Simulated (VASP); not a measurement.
# Yb (Fm-3m) in VASP: further runs

Yb is run at these levels: RPBE; tasks: single point.

Program: VASP 6.6.1. These are calculated values, not measurements. Logs are shortened: lines on timing, memory, paths and dates and some standing lists are left out, and cuts for length are marked.

### Step 1. The cell of the first run

It takes space group Fm-3m (No. 225, cubic). The conventional cell has a = 5.221 Å, b = 5.221 Å, c = 5.221 Å, α = 90.00°, β = 90.00°, γ = 90.00°. Yb (site symmetry m-3m) has 12 Yb at 3.69 Å within 4.8 Å.

### Step 2. Single point, RPBE, collinear spin, ferromagnetic start (35.58 Å³/atom)

File INCAR:

```
  PREC = Accurate
  ENCUT = 520
  EDIFF = 1E-6
  ISMEAR = -1
  SIGMA = 0.05
  LREAL = False
  LASPH = True
  NELM = 150
  ALGO = Normal
  ISIF = 2
  LWAVE = False
  LCHARG = False
  ISPIN = 2
  MAGMOM = 1
  LORBIT = 11
  LMAXMIX = 6
  GGA = RP
  NBANDS = 22
```

File KPOINTS:

```
regular mesh
0
Gamma
  17 17 17
```

File POSCAR:

```
Yb
1.0
    0.0000000000      2.6105226879      2.6105226879
    2.6105226879      0.0000000000      2.6105226879
    2.6105226879      2.6105226879      0.0000000000
Yb
1
Direct
    0.0000000000      0.0000000000      0.0000000000
```

Potentials or basis: VASP PAW PBE potentials, release 64 (Yb).

On the command line:

```sh
$ cat potpaw_PBE.64/Yb/POTCAR > POTCAR
$ mpirun -np 1 vasp_std > vasp.out
```

OUTCAR:

```text
PREC = Accurate
   ENCUT = 520
   EDIFF = 1E-6
   ISMEAR = -1
   LREAL = False
   LASPH = True
   NELM = 150
   ISIF = 2
   ISPIN = 2
   LORBIT = 11
   GGA = RP

 ion  position               nearest neighbor table
   1  0.000  0.000  0.000-

  LATTYP: Found a face centered cubic cell.
 ALAT       =     5.2210453758

  Lattice vectors:

 A1 = (   0.0000000000,   2.6105226879,   2.6105226879)
 A2 = (   2.6105226879,   0.0000000000,   2.6105226879)
 A3 = (   2.6105226879,   2.6105226879,   0.0000000000)

Analysis of symmetry for initial positions (statically):
=====================================================================
 Subroutine PRICEL returns:
 Original cell was already a primitive cell.

 Routine SETGRP: Setting up the symmetry group for a
 face centered cubic supercell.

 Subroutine GETGRP returns: Found 48 space group operations
 (whereof 48 operations were pure point group operations)
 out of a pool of 48 trial point group operations.

The static configuration has the point symmetry O_h .

Analysis of symmetry for dynamics (positions and initial velocities):
=====================================================================
 Subroutine PRICEL returns:
 Original cell was already a primitive cell.

 Routine SETGRP: Setting up the symmetry group for a
 face centered cubic supercell.

 Subroutine GETGRP returns: Found 48 space group operations
 (whereof 48 operations were pure point group operations)
 out of a pool of 48 trial point group operations.

The dynamic configuration has the point symmetry O_h .

Analysis of structural, dynamic, and magnetic symmetry:
=====================================================================
 Subroutine PRICEL returns:
 Original cell was already a primitive cell.

 Routine SETGRP: Setting up the symmetry group for a
 face centered cubic supercell.

 Subroutine GETGRP returns: Found 48 space group operations
 (whereof 48 operations were pure point group operations)
 out of a pool of 48 trial point group operations.

The overall configuration has the point symmetry O_h .

 Subroutine INISYM returns: Found 48 space group operations
 (whereof 48 operations are pure point group operations),
 and found     1 'primitive' translations

----------------------------------------------------------------------------------------

                                     Primitive cell

  volume of cell :      35.5805

  direct lattice vectors                    reciprocal lattice vectors
     0.000000000  2.610522688  2.610522688    -0.191532524  0.191532524  0.191532524
     2.610522688  0.000000000  2.610522688     0.191532524 -0.191532524  0.191532524
     2.610522688  2.610522688  0.000000000     0.191532524  0.191532524 -0.191532524

  length of vectors
     3.691836590  3.691836590  3.691836590     0.331744063  0.331744063  0.331744063

  position of ions in fractional coordinates (direct lattice)
     0.000000000  0.000000000  0.000000000

  ion indices of the primitive-cell ions
   primitive index   ion index
                 1           1

----------------------------------------------------------------------------------------

 KPOINTS: regular mesh

Automatic generation of k-mesh.
 Grid dimensions read from file:
 generate k-points for:   17   17   17

 Generating k-lattice:

  Cartesian coordinates                     Fractional coordinates (reciprocal lattice)
    -0.011266619  0.011266619  0.011266619     0.058823529  0.000000000  0.000000000
     0.011266619 -0.011266619  0.011266619     0.000000000  0.058823529  0.000000000
     0.011266619  0.011266619 -0.011266619     0.000000000  0.000000000  0.058823529

  Length of vectors
     0.019514357  0.019514357  0.019514357

  Shift w.r.t. Gamma in fractional coordinates (k-lattice)
     0.000000000  0.000000000  0.000000000

 Subroutine IBZKPT returns following result:
 ===========================================

 Found    165 irreducible k-points:

 Following reciprocal coordinates:
            Coordinates               Weight
  0.000000  0.000000  0.000000      1.000000
  0.058824  0.000000  0.000000      8.000000
  0.117647  0.000000  0.000000      8.000000
  0.176471  0.000000  0.000000      8.000000
  0.235294  0.000000  0.000000      8.000000
  0.294118  0.000000  0.000000      8.000000
[... 16 lines left out ...]
 -0.176471  0.058824  0.000000     24.000000
 -0.117647  0.058824  0.000000     24.000000
 [... further k-points ...]
   k-points           NKPTS =    165   k-points in BZ     NKDIM =    165   number of bands    NBANDS=     22
   number of dos      NEDOS =    301   number of ions     NIONS =      1
   total plane-waves  NPLWV =  21952
   dimension x,y,z NGX =    28 NGY =   28 NGZ =   28
   dimension x,y,z NGXF=    56 NGYF=   56 NGZF=   56
   ions per type =               1
   NGX,Y,Z   is equivalent  to a cutoff of  12.61, 12.61, 12.61 a.u.
   NGXF,Y,Z  is equivalent  to a cutoff of  25.22, 25.22, 25.22 a.u.
 SYSTEM =  unknown system
   PREC   = accura    normal or accurate (medium, high low for compatibility)
   ISTART =      0    job   : 0-new  1-cont  2-samecut
   ICHARG =      2    charge: 1-file 2-atom 10-const
   ISPIN  =      2    spin polarized calculation?
   LNONCOLLINEAR =      F non collinear calculations
   LSORBIT =      F    spin-orbit coupling
   LASPH  =      T    aspherical Exc in radial PAW
   ENCUT  =  520.0 eV  38.22 Ry    6.18 a.u.   6.86  6.86  6.86*2*pi/ulx,y,z
   NELM   =    150;   NELMIN=  2; NELMDL= -5     # of ELM steps
   EDIFF  = 0.1E-05   stopping-criterion for ELM
   LREAL  =      F    real-space projection
   EDIFFG = 0.1E-04   stopping-criterion for IOM
   NSW    =      0    number of steps for IOM
   IBRION =     -1    ionic relax: 0-MD 1-quasi-New 2-CG
   NFREE  =      0    steps in history (QN), initial steepest desc. (CG)
   ISIF   =      2    stress and relaxation
   ISYM   =      2    0-nonsym 1-usesym 2-fastsym
   POTIM  = 0.5000    time-step for ionic-motion
   TEBEG  =    0.0;   TEEND  =   0.0 temperature during run
   PSTRESS=    0.0 pullay stress
   NELECT =      24.0000    total number of electrons
   NUPDOWN=      -1.0000    fix difference up-down
   EMIN   =  10.00;   EMAX   =-10.00  energy-range for DOS
   EFERMI =   0.00;   METHOD = LEGACY
   ISMEAR =    -1;   SIGMA  =   0.05  broadening in eV -4-tet -1-fermi 0-gaus
   EFERMI_NEDOS =   21; number of points for ismear=-14 and -15
   IALGO  =     38    algorithm
   IMIX   =      4    mixing-type and parameters
     AMIX     =   0.40;   BMIX     =  1.00
     AMIX_MAG =   1.60;   BMIX_MAG =  1.00
  volume/ion in A,a.u.               =      35.58       240.11
  Fermi-wavevector in a.u.,A,eV,Ry     =   1.435736  2.713147 28.046185  2.061336
  Thomas-Fermi vector in A             =   2.555001
   LORBIT       =     11    0 simple, 1 ext, 2 COOP (PROOUT), +10 PAW based schemes
   GGA     = RP    functional components
   LHFCALC =     F    Hartree Fock is set to
   AEXX    =    0.0000 exact exchange contribution
   IVDW    =     0    specifies the selected vdW correction
   LEPSILON=     F    determine dielectric tensor
   LRPA    =     F    only Hartree local field effects (RPA)
 spin polarized calculation
  energy-cutoff  :      520.00
  volume of cell :       35.58
 maximum number of plane-waves:       974
   NGX = 13   NGY = 13   NGZ = 13

 number of electron      24.0000014 magnetization      -0.0034005

 number of electron      24.0000014 magnetization       0.0001183

 Free energy of the ion-electron system (eV)
  ---------------------------------------------------
  ext. energy  EPLUGINS =         0.00000000
  ---------------------------------------------------
  free energy    TOTEN  =        -3.28512879 eV

  energy without entropy =       -3.27297938  energy(sigma->0) =       -3.27905408

 E-fermi :   1.7674     XC(G=0):  -9.3325

 val. band max:        1.7400540147   @ k =  -0.2941   0.4118   0.1765
 cond. band min:       1.8185728734   @ k =  -0.4118   0.2941   0.0588
 fundamental gap:      0.0785188587
 Fermi energy:         1.7673791900

 spin component 1

 k-point     1 :       0.0000    0.0000    0.0000
  band No.  band energies     occupation
      1     -50.0112      1.00000
      2     -22.1843      1.00000
      3     -22.1843      1.00000
      4     -22.1843      1.00000
      5      -3.4375      1.00000
      6       1.2670      0.99995
[... 14 lines left out ...]
     21      14.0959      0.00000
     22      15.8682      0.00000

 k-point     2 :       0.0588    0.0000    0.0000
  band No.  band energies     occupation
      1     -50.0107      1.00000
      2     -22.1965      1.00000
      3     -22.1859      1.00000
      4     -22.1859      1.00000
      5      -3.3562      1.00000
      6       1.2679      0.99995
[... 14 lines left out ...]
     21      14.2711      0.00000
     22      16.5133      0.00000

 k-point     3 :       0.1176    0.0000    0.0000
  band No.  band energies     occupation
      1     -50.0090      1.00000
      2     -22.2312      1.00000
      3     -22.1905      1.00000
      4     -22.1905      1.00000
      5      -3.1169      1.00000
      6       1.2704      0.99995
[... 14 lines left out ...]
     21      14.7645      0.00000
     22      17.4702      0.00000
[... 476 lines left out ...]
 k-point    23 :      -0.1765    0.0588    0.0000
  band No.  band energies     occupation
      1     -50.0051      1.00000
      2     -22.3062      1.00000
      3     -22.2116      1.00000
      4     -22.1968      1.00000
      5      -2.5103      1.00000
      6       1.2783      0.99994
[... 14 lines left out ...]
     21      16.3321      0.00000
     22      16.4218      0.00000

 k-point    24 :      -0.1176    0.0588    0.0000
  band No.  band energies     occupation
      1     -50.0078      1.00000
      2     -22.2522      1.00000
      3     -22.2019      1.00000
      4     -22.1903      1.00000
      5      -2.9346      1.00000
      6       1.2726      0.99995
[... 14 lines left out ...]
     21      15.4213      0.00000
     22      17.5603      0.00000

 [... further k-points ...]

 spin component 2

 k-point     1 :       0.0000    0.0000    0.0000
  band No.  band energies     occupation
      1     -50.0111      1.00000
      2     -22.1842      1.00000
      3     -22.1842      1.00000
      4     -22.1842      1.00000
      5      -3.4380      1.00000
      6       1.2687      0.99995
[... 14 lines left out ...]
     21      14.0960      0.00000
     22      15.8681      0.00000

 k-point     2 :       0.0588    0.0000    0.0000
  band No.  band energies     occupation
      1     -50.0105      1.00000
      2     -22.1964      1.00000
      3     -22.1858      1.00000
      4     -22.1858      1.00000
      5      -3.3567      1.00000
      6       1.2695      0.99995
[... 14 lines left out ...]
     21      14.2712      0.00000
     22      16.5132      0.00000

 k-point     3 :       0.1176    0.0000    0.0000
  band No.  band energies     occupation
      1     -50.0088      1.00000
      2     -22.2311      1.00000
      3     -22.1904      1.00000
      4     -22.1904      1.00000
      5      -3.1174      1.00000
      6       1.2721      0.99995
[... 14 lines left out ...]
     21      14.7647      0.00000
     22      17.4701      0.00000
[... 476 lines left out ...]
 k-point    23 :      -0.1765    0.0588    0.0000
  band No.  band energies     occupation
      1     -50.0049      1.00000
      2     -22.3061      1.00000
      3     -22.2115      1.00000
      4     -22.1967      1.00000
      5      -2.5107      1.00000
      6       1.2799      0.99994
[... 14 lines left out ...]
     21      16.3322      0.00000
     22      16.4212      0.00000

 k-point    24 :      -0.1176    0.0588    0.0000
  band No.  band energies     occupation
      1     -50.0076      1.00000
      2     -22.2521      1.00000
      3     -22.2018      1.00000
      4     -22.1902      1.00000
      5      -2.9350      1.00000
      6       1.2742      0.99995
[... 14 lines left out ...]
     21      15.4214      0.00000
     22      17.5600      0.00000

 [... further k-points ...]

------------------------ aborting loop because EDIFF is reached ----------------------------------------

  FORCE on cell =-STRESS in cart. coord.  units (eV):
  Direction    XX          YY          ZZ          XY          YZ          ZX
  --------------------------------------------------------------------------------------
  -------------------------------------------------------------------------------------
  Total        0.7347599      0.7347599      0.7347599      0.0000000     -0.0000000      0.0000000
  in kB       33.0859528     33.0859528     33.0859528      0.0000000     -0.0000000      0.0000000
  external PRESSURE =      33.0859528 kB  Pullay stress =       0.0000000 kB

 VOLUME and BASIS-vectors are now :
 -----------------------------------------------------------------------------
  energy-cutoff  :      520.00
  volume of cell :       35.58
      direct lattice vectors                 reciprocal lattice vectors
     0.000000000  2.610522688  2.610522688    -0.191532524  0.191532524  0.191532524
     2.610522688  0.000000000  2.610522688     0.191532524 -0.191532524  0.191532524
     2.610522688  2.610522688  0.000000000     0.191532524  0.191532524 -0.191532524

 POSITION                                       TOTAL-FORCE (eV/Angst)
 -----------------------------------------------------------------------------------
      0.00000      0.00000      0.00000         0.000000      0.000000     -0.000000
 -----------------------------------------------------------------------------------
    total drift:                               -0.000000     -0.000000     -0.000000

  FREE ENERGIE OF THE ION-ELECTRON SYSTEM (eV)
  ---------------------------------------------------
  free  energy   TOTEN  =        -3.2851287876 eV

  energy  without entropy=       -3.2729793805  energy(sigma->0) =       -3.27905408

 total charge

# of ion       s       p       d       f       tot
--------------------------------------------------
    1        2.222   6.030   0.279  13.614  22.145

 magnetization (x)

# of ion       s       p       d       f       tot
--------------------------------------------------
    1        0.000  -0.000  -0.000   0.000   0.000
```

It took 7.7 min on 1 thread of Intel Xeon Platinum 8488C (Sapphire Rapids), shared host; peak memory 0.34 GiB.

What came out:

| Item | Value |
| --- | --- |
| Free energy | -3.2851 eV |
| Pressure | 3.3 GPa |
| Band gap on the k mesh | zero (filled and empty bands overlap) |
| Net moment | 0.00 μB per cell |
| Valence electrons inside the program's atomic spheres | Yb 22.14 |

Levels at points of the mesh, in eV from the Fermi level:
Spin up:
```csv
k point,band 8,band 9,band 10,band 11,band 12,band 13,band 14,band 15,band 16,band 17
"(0.00, 0.00, 0.00)",-0.40,-0.40,-0.31,-0.31,-0.31,2.90,2.90,2.90,5.05,5.05
```
Spin down:
| k point | band 10 | band 11 | band 12 | band 13 | band 14 | band 15 |
| --- | --- | --- | --- | --- | --- | --- |
| (0.00, 0.00, 0.00) | -0.31 | -0.31 | -0.31 | 2.90 | 2.90 | 2.90 |

Caveat: the cell stands under pressure; the PAW data sets were made with another functional, which shifts forces and pressure a little; spin-orbit coupling is left out, which moves the levels of the heavy elements. The state reached can hang on the start; a lower one may exist.

### Step 3. Single point, RPBE, collinear spin, ferromagnetic start (37.13 Å³/atom)

This run uses another cell than the first one, of 37.13 Å³/atom.

File INCAR:

```
SYSTEM = Yb
PREC = Accurate ; ENCUT = 520
EDIFF = 1E-6 ; ISMEAR = -1
SIGMA = 0.05 ; LREAL = .FALSE.
LASPH = .TRUE. ; NELM = 150
ALGO = Normal ; ISIF = 2
LWAVE = .FALSE. ; LCHARG = .FALSE.
ISPIN = 2 ; MAGMOM = 1
LORBIT = 11 ; LMAXMIX = 6
GGA = RP ; NBANDS = 22
```

File KPOINTS:

```
regular mesh
0
G
  17 17 17
  0 0 0
```

File POSCAR:

```
Yb
1.0
    0.0000000000      2.6478209083      2.6478209083
    2.6478209083      0.0000000000      2.6478209083
    2.6478209083      2.6478209083      0.0000000000
Yb
1
Direct
    0.0000000000      0.0000000000      0.0000000000
```

Potentials or basis: VASP PAW PBE potentials, release 64 (Yb).

On the command line:

```sh
$ cat potpaw_PBE.64/Yb/POTCAR > POTCAR
$ mpirun -np 1 vasp_std > vasp.out
```

Wall time 12 min (1 thread of Intel Xeon Platinum 8488C (Sapphire Rapids), shared host); peak memory 0.35 GiB.

The run converged. Its results:

* Free energy: -3.2945 eV
* Pressure: 1.0 GPa
* Band gap on the k mesh: zero (filled and empty bands overlap)
* Net moment: 0.00 μB per cell
* Valence electrons inside the program's atomic spheres: Yb 22.13

Levels at points of the mesh, in eV from the Fermi level:
Spin up:
| k point | band 8 | band 9 | band 10 | band 11 | band 12 | band 13 | band 14 | band 15 | band 16 | band 17 |
| --- | --- | --- | --- | --- | --- | --- | --- | --- | --- | --- |
| (0.00, 0.00, 0.00) | -0.39 | -0.39 | -0.30 | -0.30 | -0.30 | 2.86 | 2.86 | 2.86 | 4.92 | 4.92 |
Spin down:
```csv
k point,band 8,band 9,band 10,band 11,band 12,band 13,band 14,band 15,band 16,band 17
"(0.00, 0.00, 0.00)",-0.39,-0.39,-0.30,-0.30,-0.30,2.86,2.86,2.86,4.92,4.92
```

Caveat: the PAW data sets were made with another functional, which shifts forces and pressure a little; spin-orbit coupling is left out, which moves the levels of the heavy elements. The state reached can hang on the start; a lower one may exist.
